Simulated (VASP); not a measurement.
# La16CO24 (a cell with a defect) in VASP: single point with PBE

Aim: the single point of La16CO24 (a cell with a defect) with PBE.

Program: VASP 6.6.1. These are calculated values, not measurements. Logs are shortened: lines on timing, memory, paths and dates and some standing lists are left out, and cuts for length are marked.

**1. The cell of the first run**

The cell holds a defect, 41 atoms: a = 7.881 Å, b = 7.881 Å, c = 12.376 Å, α = 90.00°, β = 90.00°, γ = 120.00°.

**2. Single point, PBE**

INCAR reads:

```
ALGO = Normal
EDIFF = 1E-6
ENCUT = 520
GGA = PE
ISIF = 2
ISMEAR = -1
LASPH = T
LCHARG = F
LREAL = Auto
LWAVE = F
NBANDS = 188
NELM = 60
PREC = Accurate
SIGMA = 0.01
```

KPOINTS reads:

```
k-points
0
Gamma
  1 1 1
```

POSCAR reads:

```
La16CO24
1.0
    7.8811453700     -0.0000000600      0.0000000000
   -3.9405726400      6.8252721300      0.0000000000
    0.0000000000      0.0000000000     12.3757188400
La O C
16 24 1
Direct
    0.3460028497      0.1501103548      0.3993706599
    0.1292720608      0.3668327006      0.0877920720
    0.3346566225      0.1614956882      0.8894639691
    0.1629486839      0.3331996097      0.6184267030
    0.3247245575      0.6320975834      0.3672176185
    0.1394117177      0.8401530223      0.1456103701
    0.3486090436      0.6834751688      0.8743247273
    0.1738440683      0.8420175637      0.6315890092
    0.8639510703      0.1712202868      0.3672482430
    0.6561816952      0.3567621910      0.1456386512
    0.8126936894      0.1475207185      0.8742835984
    0.6540277407      0.3221962432      0.6315556374
    0.8324560103      0.6635149432      0.3989850661
    0.6567768579      0.8391952629      0.1265169337
    0.8260565935      0.6700039152      0.8948679380
    0.6570830740      0.8389667006      0.6155471935
    0.3069009539      0.1890540031      0.1016191476
    0.1972694056      0.2984730825      0.2672836255
   -0.0685809830     -0.0413822334      0.0038989250
    0.3259731963      0.1700973965      0.6939745570
    0.1585530386      0.3375434658      0.8832581882
    0.0234328640      0.0459587538      0.4969489110
    0.3125168089      0.6725284987      0.1742457168
    0.1625202702      0.8116644881      0.3449826273
   -0.0360069730      0.5324745928      0.0229985832
    0.3266320023      0.6644705051      0.6857966886
    0.1556364715      0.8332765201      0.8215741753
    0.0381983724      0.4578095851      0.4847281259
    0.8238036771      0.1834955480      0.1743167430
    0.6844337567      0.3333959434      0.3451081149
    0.5065040960     -0.0102334337     -0.0202273503
    0.8316122951      0.1694490751      0.6857402879
    0.6628670020      0.3404541234      0.8215580954
    0.4916141140      0.0041989578      0.5284908363
    0.8199309999      0.6762959720      0.2056980312
    0.6589215466      0.8370541029      0.3450791065
    0.5375309969      0.5646945585      0.0038464028
    0.8344541457      0.6615821266      0.6055831663
    0.6712390278      0.8249093857      0.8022178856
    0.4500924477      0.4726741975      0.4969719399
    0.3020883380      0.1956619447      0.2168731396
```

Potentials or basis: VASP PAW PBE potentials, release 64 (La, O, C).

Command:

```
> cat potpaw_PBE.64/La/POTCAR potpaw_PBE.64/O/POTCAR potpaw_PBE.64/C/POTCAR > POTCAR
> mpirun -np 1 vasp_gam > vasp.out
```

OUTCAR:

```text
EDIFF = 1E-6
   ENCUT = 520
   GGA = PE
   ISIF = 2
   ISMEAR = -1
   LASPH = T
   LREAL = Auto
   NELM = 60
   PREC = Accurate

 ion  position               nearest neighbor table
   1  0.346  0.150  0.399-  41 2.34  30 2.41  24 2.41  22 2.55  40 2.55  34 2.55  18 2.60  12 3.56
                             8 3.56
   2  0.129  0.367  0.088-  29 2.36  23 2.36  25 2.40  18 2.41  17 2.43  21 2.56  41 2.84   7 3.45
                            11 3.45
   3  0.335  0.161  0.889-  33 2.40  27 2.40  21 2.40  20 2.42  31 2.60  17 2.65
   4  0.163  0.333  0.618-  28 2.37  26 2.41  32 2.41  20 2.41  40 2.47  22 2.47
   5  0.325  0.632  0.367-  36 2.32  24 2.35  23 2.42  28 2.45  40 2.52  18 2.61   9 3.63
   6  0.139  0.840  0.146-  35 2.30  23 2.35  17 2.44  24 2.49  41 2.58  25 2.60
   7  0.349  0.683  0.874-  26 2.34  21 2.37  39 2.38  27 2.43  31 2.46  37 2.66   2 3.45  11 3.66

   8  0.174  0.842  0.632-  38 2.34  26 2.35  27 2.35  20 2.37  34 2.52   1 3.56
   9  0.864  0.171  0.367-  36 2.32  30 2.35  29 2.42  28 2.45  22 2.52  18 2.61   5 3.63
  10  0.656  0.357  0.146-  35 2.30  29 2.35  17 2.45  30 2.49  41 2.58  25 2.60
  11  0.813  0.148  0.874-  32 2.34  21 2.37  39 2.38  33 2.43  31 2.46  19 2.66   2 3.45   7 3.66

  12  0.654  0.322  0.632-  38 2.34  32 2.35  33 2.35  20 2.37  34 2.52   1 3.56
  13  0.832  0.664  0.399-  30 2.35  24 2.35  35 2.40  36 2.46  38 2.56  16 3.59
  14  0.657  0.839  0.127-  37 2.42  19 2.42  23 2.42  29 2.42  35 2.43  36 2.71  31 2.74  15 3.68

  15  0.826  0.670  0.895-  39 2.40  37 2.41  19 2.41  33 2.43  27 2.43  25 2.46  14 3.68
  16  0.657  0.839  0.616-  39 2.32  32 2.42  26 2.42  38 2.42  34 2.50  13 3.59
  17  0.307  0.189  0.102-  41 1.43   2 2.43   6 2.44  10 2.45   3 2.65
  18  0.197  0.298  0.267-  41 1.55   2 2.41   1 2.60   9 2.61   5 2.61
  19  0.931  0.959  0.004-  15 2.41  14 2.42  11 2.66
  20  0.326  0.170  0.694-  12 2.37   8 2.37   4 2.41   3 2.42
  21  0.159  0.338  0.883-  11 2.37   7 2.37   3 2.40   2 2.56
  22  0.023  0.046  0.497-   4 2.47   9 2.52   1 2.55
  23  0.313  0.673  0.174-   6 2.35   2 2.36   5 2.42  14 2.42
  24  0.163  0.812  0.345-   5 2.35  13 2.35   1 2.41   6 2.49
  25  0.964  0.532  0.023-   2 2.40  15 2.46   6 2.60  10 2.60
  26  0.327  0.664  0.686-   7 2.34   8 2.35   4 2.41  16 2.42
  27  0.156  0.833  0.822-   8 2.35   3 2.40  15 2.43   7 2.43
  28  0.038  0.458  0.485-   4 2.37   5 2.45   9 2.45
  29  0.824  0.183  0.174-  10 2.35   2 2.36   9 2.42  14 2.42
  30  0.684  0.333  0.345-   9 2.35  13 2.35   1 2.41  10 2.49
  31  0.507  0.990  0.980-  11 2.46   7 2.46   3 2.60  14 2.74
  32  0.832  0.169  0.686-  11 2.34  12 2.35   4 2.41  16 2.42
  33  0.663  0.340  0.822-  12 2.35   3 2.40  15 2.43  11 2.43
  34  0.492  0.004  0.528-  16 2.50   8 2.52  12 2.52   1 2.55
  35  0.820  0.676  0.206-   6 2.30  10 2.30  13 2.40  14 2.43
  36  0.659  0.837  0.345-   9 2.32   5 2.32  13 2.46  14 2.71
  37  0.538  0.565  0.004-  15 2.41  14 2.42   7 2.66
  38  0.834  0.662  0.606-  12 2.34   8 2.34  16 2.42  13 2.56
  39  0.671  0.825  0.802-  16 2.32  11 2.38   7 2.38  15 2.40
  40  0.450  0.473  0.497-   4 2.47   5 2.52   1 2.55
  41  0.302  0.196  0.217-  17 1.43  18 1.55   1 2.34  10 2.58   6 2.58   2 2.84

  LATTYP: Found a hexagonal cell.
 ALAT       =     7.8811453700
 C/A-ratio  =     1.5702944507

  Lattice vectors:

 A1 = (   7.8811453700,  -0.0000000600,   0.0000000000)
 A2 = (  -3.9405726400,   6.8252721300,   0.0000000000)
 A3 = (   0.0000000000,   0.0000000000,  12.3757188400)

Analysis of symmetry for initial positions (statically):
=====================================================================
 Subroutine PRICEL returns:
 Original cell was already a primitive cell.

 Routine SETGRP: Setting up the symmetry group for a
 hexagonal supercell.

 Subroutine GETGRP returns: Found  1 space group operations
 (whereof  1 operations were pure point group operations)
 out of a pool of 24 trial point group operations.

The static configuration has the point symmetry C_1 .

Analysis of symmetry for dynamics (positions and initial velocities):
=====================================================================
 Subroutine PRICEL returns:
 Original cell was already a primitive cell.

 Routine SETGRP: Setting up the symmetry group for a
 hexagonal supercell.

 Subroutine GETGRP returns: Found  1 space group operations
 (whereof  1 operations were pure point group operations)
 out of a pool of 24 trial point group operations.

The dynamic configuration has the point symmetry C_1 .

 Subroutine INISYM returns: Found  1 space group operations
 (whereof  1 operations are pure point group operations),
 and found     1 'primitive' translations

----------------------------------------------------------------------------------------

                                     Primitive cell

  volume of cell :     665.7018

  direct lattice vectors                    reciprocal lattice vectors
     7.881145370 -0.000000060  0.000000000     0.126885111  0.073257152  0.000000000
    -3.940572640  6.825272130  0.000000000     0.000000001  0.146514305  0.000000000
     0.000000000  0.000000000 12.375718840     0.000000000  0.000000000  0.080803387

  length of vectors
     7.881145370  7.881145372 12.375718840     0.146514305  0.146514305  0.080803387

  position of ions in fractional coordinates (direct lattice)
     0.346002850  0.150110355  0.399370660
     0.129272061  0.366832701  0.087792072
     0.334656622  0.161495688  0.889463969
     0.162948684  0.333199610  0.618426703
     0.324724557  0.632097583  0.367217618
     0.139411718  0.840153022  0.145610370
[... 33 lines left out ...]
     0.450092448  0.472674197  0.496971940
     0.302088338  0.195661945  0.216873140

  ion indices of the primitive-cell ions
   primitive index   ion index
                 1           1
                 2           2
                 3           3
                 4           4
                 5           5
                 6           6
[... 33 lines left out ...]
                40          40
                41          41

----------------------------------------------------------------------------------------

 KPOINTS: k-points

Automatic generation of k-mesh.
 Grid dimensions read from file:
 generate k-points for:    1    1    1

 Generating k-lattice:

  Cartesian coordinates                     Fractional coordinates (reciprocal lattice)
     0.126885111  0.073257152  0.000000000     1.000000000  0.000000000  0.000000000
     0.000000001  0.146514305  0.000000000     0.000000000  1.000000000  0.000000000
     0.000000000  0.000000000  0.080803387     0.000000000  0.000000000  1.000000000

  Length of vectors
     0.146514305  0.146514305  0.080803387

  Shift w.r.t. Gamma in fractional coordinates (k-lattice)
     0.000000000  0.000000000  0.000000000

 Subroutine IBZKPT returns following result:
 ===========================================

 Found      1 irreducible k-points:

 Following reciprocal coordinates:
            Coordinates               Weight
  0.000000  0.000000  0.000000      1.000000
   k-points           NKPTS =      1   k-points in BZ     NKDIM =      1   number of bands    NBANDS=    188
   number of dos      NEDOS =    301   number of ions     NIONS =     41
   total plane-waves  NPLWV = 345600
   dimension x,y,z NGX =    60 NGY =   60 NGZ =   96
   dimension x,y,z NGXF=   120 NGYF=  120 NGZF=  192
   ions per type =              16  24   1
   NGX,Y,Z   is equivalent  to a cutoff of  12.66, 12.66, 12.90 a.u.
   NGXF,Y,Z  is equivalent  to a cutoff of  25.31, 25.31, 25.79 a.u.
 SYSTEM =  unknown system
   PREC   = accura    normal or accurate (medium, high low for compatibility)
   ISTART =      0    job   : 0-new  1-cont  2-samecut
   ICHARG =      2    charge: 1-file 2-atom 10-const
   ISPIN  =      1    spin polarized calculation?
   LNONCOLLINEAR =      F non collinear calculations
   LSORBIT =      F    spin-orbit coupling
   LASPH  =      T    aspherical Exc in radial PAW
   ENCUT  =  520.0 eV  38.22 Ry    6.18 a.u.  14.65 14.65 23.01*2*pi/ulx,y,z
   NELM   =     60;   NELMIN=  2; NELMDL= -5     # of ELM steps
   EDIFF  = 0.1E-05   stopping-criterion for ELM
   LREAL  =      T    real-space projection
   EDIFFG = 0.1E-04   stopping-criterion for IOM
   NSW    =      0    number of steps for IOM
   IBRION =     -1    ionic relax: 0-MD 1-quasi-New 2-CG
   NFREE  =      0    steps in history (QN), initial steepest desc. (CG)
   ISIF   =      2    stress and relaxation
   ISYM   =      2    0-nonsym 1-usesym 2-fastsym
   POTIM  = 0.5000    time-step for ionic-motion
   TEBEG  =    0.0;   TEEND  =   0.0 temperature during run
   PSTRESS=    0.0 pullay stress
   NELECT =     324.0000    total number of electrons
   NUPDOWN=      -1.0000    fix difference up-down
   EMIN   =  10.00;   EMAX   =-10.00  energy-range for DOS
   EFERMI =   0.00;   METHOD = LEGACY
   ISMEAR =    -1;   SIGMA  =   0.01  broadening in eV -4-tet -1-fermi 0-gaus
   EFERMI_NEDOS =   21; number of points for ismear=-14 and -15
   IALGO  =     38    algorithm
   IMIX   =      4    mixing-type and parameters
     AMIX     =   0.40;   BMIX     =  1.00
     AMIX_MAG =   1.60;   BMIX_MAG =  1.00
  volume/ion in A,a.u.               =      16.24       109.57
  Fermi-wavevector in a.u.,A,eV,Ry     =   1.287745  2.433485 22.562372  1.658288
  Thomas-Fermi vector in A             =   2.419741
   LORBIT       =      0    0 simple, 1 ext, 2 COOP (PROOUT), +10 PAW based schemes
   GGA     = PE    functional components
[... 5 lines left out ...]
 non-spin polarized calculation
  energy-cutoff  :      520.00
  volume of cell :      665.70
 maximum number of plane-waves:      8979
 NGX is ok and might be reduce to    60
   NGX = 29   NGY = 29   NGZ = 47

 number of electron     323.9999981 magnetization

 Free energy of the ion-electron system (eV)
  ---------------------------------------------------
  ext. energy  EPLUGINS =         0.00000000
  ---------------------------------------------------
  free energy    TOTEN  =      -336.55499212 eV

  energy without entropy =     -336.55499212  energy(sigma->0) =     -336.55499212

 E-fermi :   8.7214     XC(G=0): -10.4132

 val. band max:        8.4458665024   @ k =   0.0000   0.0000   0.0000
 cond. band min:       9.8199794372   @ k =   0.0000   0.0000   0.0000
 fundamental gap:      1.3741129348
 Fermi energy:         8.7213914298

 k-point     1 :       0.0000    0.0000    0.0000
  band No.  band energies     occupation
      1     -23.9597      2.00000
      2     -23.8911      2.00000
      3     -23.7819      2.00000
      4     -23.7760      2.00000
      5     -23.7388      2.00000
      6     -23.7297      2.00000
[... 166 lines left out ...]
    173      10.5926      0.00000
    174      10.6352      0.00000
 [bands above 174 left out]

------------------------ aborting loop because EDIFF is reached ----------------------------------------

  FORCE on cell =-STRESS in cart. coord.  units (eV):
  Direction    XX          YY          ZZ          XY          YZ          ZX
  --------------------------------------------------------------------------------------
  -------------------------------------------------------------------------------------
  Total       16.9353237     22.6158665     18.3572145      5.0844765     -2.5532862      4.3977280
  in kB       40.7590772     54.4307191     44.1812116     12.2370598     -6.1451195     10.5842284
  external PRESSURE =      46.4570026 kB  Pullay stress =       0.0000000 kB

 VOLUME and BASIS-vectors are now :
 -----------------------------------------------------------------------------
  energy-cutoff  :      520.00
  volume of cell :      665.70
      direct lattice vectors                 reciprocal lattice vectors
     7.881145370 -0.000000060  0.000000000     0.126885111  0.073257152  0.000000000
    -3.940572640  6.825272130  0.000000000     0.000000001  0.146514305  0.000000000
     0.000000000  0.000000000 12.375718840     0.000000000  0.000000000  0.080803387

 POSITION                                       TOTAL-FORCE (eV/Angst)
 -----------------------------------------------------------------------------------
      2.13538      1.02454      4.94250         0.006504      0.000886     -0.003876
     -0.42672      2.50373      1.08649        -0.003437      0.003014      0.003879
      2.00109      1.10225     11.00776        -0.001085      0.001705      0.006515
     -0.02877      2.27418      7.65347        -0.003864      0.000702      0.007759
      0.06837      4.31424      4.54458         0.000003      0.001556     -0.016262
     -2.21196      5.73427      1.80203        -0.007479     -0.000699      0.005853
[... 33 lines left out ...]
      1.68464      3.22613      6.15038         0.002211     -0.008931     -0.001275
      1.60978      1.33545      2.68396         0.057227     -0.021005      0.150251
 -----------------------------------------------------------------------------------
    total drift:                               -0.009559      0.001358      0.020972

  FREE ENERGIE OF THE ION-ELECTRON SYSTEM (eV)
  ---------------------------------------------------
  free  energy   TOTEN  =      -336.5549921156 eV

  energy  without entropy=     -336.5549921156  energy(sigma->0) =     -336.55499212
```

Wall time 7.8 min (1 thread of AMD EPYC 7R43 (Zen 3), shared host); peak memory 0.69 GiB.

Results:

```
Free energy            : -336.5550 eV
Pressure               : 4.6 GPa
Largest force          : 0.186 eV/Å
Band gap on the k mesh : 1.37 eV
```

Forces on the atoms (eV/Å):
```
La   0.007  0.001 -0.004
La  -0.003  0.003  0.004
La  -0.001  0.002  0.007
La  -0.004  0.001  0.008
La   0.000  0.002 -0.016
La  -0.007 -0.001  0.006
La   0.006  0.000 -0.008
La  -0.007  0.001  0.007
La  -0.003  0.003 -0.016
La   0.007  0.007  0.004
La   0.003 -0.009 -0.007
La  -0.003  0.004  0.006
La   0.005 -0.005 -0.022
La   0.007 -0.001 -0.016
La   0.000  0.005 -0.004
La   0.001 -0.001  0.008
O    0.006 -0.013 -0.186
O   -0.079  0.025  0.034
O   -0.007 -0.005 -0.002
O   -0.001  0.003 -0.003
O   -0.008  0.004  0.005
O    0.008  0.003  0.000
O    0.007 -0.001  0.008
O   -0.002  0.000 -0.001
O    0.003 -0.002  0.004
O    0.002 -0.006 -0.002
O   -0.002 -0.002  0.008
O    0.011 -0.004 -0.009
O   -0.006 -0.001  0.001
O    0.004 -0.001  0.002
O    0.005 -0.003 -0.004
O    0.005  0.005 -0.007
O    0.005  0.004  0.008
O   -0.010  0.007  0.001
O    0.000 -0.001  0.006
O   -0.006 -0.001  0.019
O   -0.004  0.012  0.001
O    0.005 -0.003  0.010
O   -0.002 -0.001  0.002
O    0.002 -0.009 -0.001
C    0.057 -0.021  0.150
```

Caveat: the k points lie up to 0.92 Å⁻¹ apart; spin-orbit coupling is left out, which moves the levels of the heavy elements.
